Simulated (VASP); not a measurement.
# Pd in VASP: a series of runs, part 2 of 2

VASP 6.6.1. Earlier steps stand in the parts before.

## 5. Single point, PBE (volume scaled by 0.96)

File INCAR:

```
PREC = Accurate ; ENCUT = 520
EDIFF = 1E-6 ; ISMEAR = -1
SIGMA = 0.05 ; LREAL = False
LASPH = True ; NELM = 60
ALGO = Normal ; ISIF = 2
LWAVE = False ; LCHARG = True
GGA = PE ; LELF = True
LVHAR = True ; NBANDS = 11
```

File KPOINTS:

```
regular mesh
0
Gamma
  18 18 18
```

File POSCAR:

```
Pd
1.0
    0.0000000000      1.9186143454      1.9186143454
    1.9186143454      0.0000000000      1.9186143454
    1.9186143454      1.9186143454      0.0000000000
Pd
1
Direct
    0.0000000000      0.0000000000      0.0000000000
```

Potentials or basis: VASP PAW PBE potentials, release 64 (Pd).

Command:

```bash
> cat potpaw_PBE.64/Pd/POTCAR > POTCAR
> mpirun -np 1 vasp_std > vasp.out
```

OUTCAR:

```text
PREC = Accurate
   ENCUT = 520
   EDIFF = 1E-6
   ISMEAR = -1
   LREAL = False
   LASPH = True
   NELM = 60
   ISIF = 2
   GGA = PE

 ion  position               nearest neighbor table
   1  0.000  0.000  0.000-

  LATTYP: Found a face centered cubic cell.
 ALAT       =     3.8372286908

  Lattice vectors:

 A1 = (   0.0000000000,   1.9186143454,   1.9186143454)
 A2 = (   1.9186143454,   0.0000000000,   1.9186143454)
 A3 = (   1.9186143454,   1.9186143454,   0.0000000000)

Analysis of symmetry for initial positions (statically):
=====================================================================
 Subroutine PRICEL returns:
 Original cell was already a primitive cell.

 Routine SETGRP: Setting up the symmetry group for a
 face centered cubic supercell.

 Subroutine GETGRP returns: Found 48 space group operations
 (whereof 48 operations were pure point group operations)
 out of a pool of 48 trial point group operations.

The static configuration has the point symmetry O_h .

Analysis of symmetry for dynamics (positions and initial velocities):
=====================================================================
 Subroutine PRICEL returns:
 Original cell was already a primitive cell.

 Routine SETGRP: Setting up the symmetry group for a
 face centered cubic supercell.

 Subroutine GETGRP returns: Found 48 space group operations
 (whereof 48 operations were pure point group operations)
 out of a pool of 48 trial point group operations.

The dynamic configuration has the point symmetry O_h .

 Subroutine INISYM returns: Found 48 space group operations
 (whereof 48 operations are pure point group operations),
 and found     1 'primitive' translations

----------------------------------------------------------------------------------------

[... 102 lines left out ...]
   NUPDOWN=      -1.0000    fix difference up-down
   EMIN   =  10.00;   EMAX   =-10.00  energy-range for DOS
   EFERMI =   0.00;   METHOD = LEGACY
   ISMEAR =    -1;   SIGMA  =   0.05  broadening in eV -4-tet -1-fermi 0-gaus
   EFERMI_NEDOS =   21; number of points for ismear=-14 and -15
   IALGO  =     38    algorithm
   IMIX   =      4    mixing-type and parameters
     AMIX     =   0.40;   BMIX     =  1.00
     AMIX_MAG =   1.60;   BMIX_MAG =  1.00
  volume/ion in A,a.u.               =      14.13        95.32
  Fermi-wavevector in a.u.,A,eV,Ry     =   1.459073  2.757249 28.965378  2.128895
  Thomas-Fermi vector in A             =   2.575683
   LORBIT       =      0    0 simple, 1 ext, 2 COOP (PROOUT), +10 PAW based schemes
   GGA     = PE    functional components
[... 5 lines left out ...]
 non-spin polarized calculation
  energy-cutoff  :      520.00
  volume of cell :       14.13
 maximum number of plane-waves:       392
   NGX =  9   NGY =  9   NGZ =  9

 number of electron      10.0000005 magnetization

 Free energy of the ion-electron system (eV)
  ---------------------------------------------------
  ext. energy  EPLUGINS =         0.00000000
  ---------------------------------------------------
  free energy    TOTEN  =        -5.17318258 eV

  energy without entropy =       -5.15612589  energy(sigma->0) =       -5.16465423

 E-fermi :  10.5375     XC(G=0): -13.4575

 val. band max:       10.5358856146   @ k =   0.4444   0.1667   0.0000
 cond. band min:      10.5375060672   @ k =   0.5000   0.4444   0.0000
 fundamental gap:      0.0016204526
 Fermi energy:        10.5374641292

 k-point     1 :       0.0000    0.0000    0.0000
  band No.  band energies     occupation
      1       3.0525      2.00000
      2       7.4901      2.00000
      3       7.4901      2.00000
      4       7.4901      2.00000
      5       9.2190      2.00000
      6       9.2190      2.00000
      7      27.7368      0.00000
      8      32.7643      0.00000
      9      32.7643      0.00000
     10      32.7643      0.00000
     11      36.5910      0.00000
[... 309 lines left out ...]
 k-point    24 :      -0.2222    0.0556    0.0000
  band No.  band energies     occupation
      1       4.8075      2.00000
      2       7.2546      2.00000
      3       7.8349      2.00000
      4       7.8714      2.00000
      5       9.0852      2.00000
      6       9.6520      2.00000
      7      25.8283      0.00000
      8      28.9281      0.00000
      9      33.2714      0.00000
     10      35.5344      0.00000
     11      36.0007      0.00000

 [... further k-points ...]
[... 5 lines left out ...]
  --------------------------------------------------------------------------------------
  -------------------------------------------------------------------------------------
  Total        1.4704802      1.4704802      1.4704802      0.0000000      0.0000000     -0.0000000
  in kB      166.7925704    166.7925704    166.7925704      0.0000000      0.0000000     -0.0000000
  external PRESSURE =     166.7925704 kB  Pullay stress =       0.0000000 kB

 VOLUME and BASIS-vectors are now :
 -----------------------------------------------------------------------------
  energy-cutoff  :      520.00
  volume of cell :       14.13
      direct lattice vectors                 reciprocal lattice vectors
     0.000000000  1.918614345  1.918614345    -0.260604744  0.260604744  0.260604744
     1.918614345  0.000000000  1.918614345     0.260604744 -0.260604744  0.260604744
     1.918614345  1.918614345  0.000000000     0.260604744  0.260604744 -0.260604744

 POSITION                                       TOTAL-FORCE (eV/Angst)
 -----------------------------------------------------------------------------------
      0.00000      0.00000      0.00000         0.000000      0.000000      0.000000
 -----------------------------------------------------------------------------------
    total drift:                                0.000000      0.000000      0.000000

  FREE ENERGIE OF THE ION-ELECTRON SYSTEM (eV)
  ---------------------------------------------------
  free  energy   TOTEN  =        -5.1731825753 eV

  energy  without entropy=       -5.1561258881  energy(sigma->0) =       -5.16465423
```

Run time: 9.5 s. Hardware: 1 thread of Intel Xeon 6975P-C (Granite Rapids), shared host; peak memory 0.14 GiB.

What came out:

```
Free energy            : -5.1732 eV
Pressure               : 16.7 GPa
Band gap on the k mesh : zero (band 5 reaches 10.85 eV, above the bottom of band 6 at 9.15 eV)
```

Levels at points of the mesh, in eV from the Fermi level:
```tsv
k point	band 1	band 2	band 3	band 4	band 5	band 6	band 7	band 8	band 9	band 10
(0.00, 0.00, 0.00)	-7.48	-3.05	-3.05	-3.05	-1.32	-1.32	17.20	22.23	22.23	22.23
(0.50, 0.00, 0.00)	-5.65	-3.10	-3.10	-0.03	-0.03	0.92	7.68	16.57	21.53	21.53
(0.50, 0.50, 0.00)	-5.78	-5.47	-0.06	0.31	0.31	3.35	11.23	13.45	13.45	22.22
```

## 6. Single point, PBE (volume scaled by 0.98)

File INCAR:

```
SYSTEM = Pd
  PREC = Accurate
  ENCUT = 520
  EDIFF = 1E-6
  ISMEAR = -1
  SIGMA = 0.05
  LREAL = .FALSE.
  LASPH = .TRUE.
  NELM = 60
  ALGO = Normal
  ISIF = 2
  LWAVE = .FALSE.
  LCHARG = .FALSE.
  GGA = PE
  NBANDS = 11
```

File KPOINTS:

```
regular mesh
0
G
  18 18 18
  0 0 0
```

File POSCAR:

```
Pd
1.0
    0.0000000000      1.9318465866      1.9318465866
    1.9318465866      0.0000000000      1.9318465866
    1.9318465866      1.9318465866      0.0000000000
Pd
1
Direct
    0.0000000000      0.0000000000      0.0000000000
```

Potentials or basis: VASP PAW PBE potentials, release 64 (Pd).

Command:

```bash
> cat potpaw_PBE.64/Pd/POTCAR > POTCAR
> mpirun -np 1 vasp_std > vasp.out
```

Run time: 9.6 s. Hardware: 1 thread of Intel Xeon 6975P-C (Granite Rapids), shared host; peak memory 0.15 GiB.

It converged, with:

```yaml
Free_energy: -5.1993 eV
Pressure: 11.7 GPa
Band_gap_on_the_k_mesh: zero (band 5 reaches 10.48 eV, above the bottom of band 6 at 8.83 eV)
```

Levels at points of the mesh, in eV from the Fermi level:
```
           k point  band 2  band 3  band 4  band 5  band 6  band 7  band 8  band 9
(0.00, 0.00, 0.00)   -2.95   -2.95   -2.95   -1.28   -1.28   17.20   22.11   22.11
(0.50, 0.00, 0.00)   -3.00   -3.00   -0.03   -0.03    0.96    7.51   16.56   21.33
(0.50, 0.50, 0.00)   -5.29   -0.06    0.30    0.30    3.35   11.01   13.33   13.33
```

## 7. The runs side by side

| cell | gap on the mesh (eV) | pressure (GPa) |
| --- | --- | --- |
| a = 2.723 Å, angles 61.3°, 1 atom | none | 7.5 |
| a = 2.764 Å, angles 59.3°, 1 atom | none | 7.3 |
| a = 2.792 Å, angles 58.0°, 1 atom | none | 7.8 |
| a = 2.713 Å, angles 60.0°, 1 atom | none | 16.7 |
| a = 2.732 Å, angles 60.0°, 1 atom | none | 11.7 |

Alike in all rows: task single point; level PBE; potentials or basis VASP PAW PBE potentials, release 64 (Pd); no spin polarisation; k mesh 18 × 18 × 18; cutoff (eV) 520; smearing fermi-dirac 0.05 eV.

Total energies depend on the potentials used, so only differences within one code and one set of settings carry meaning.
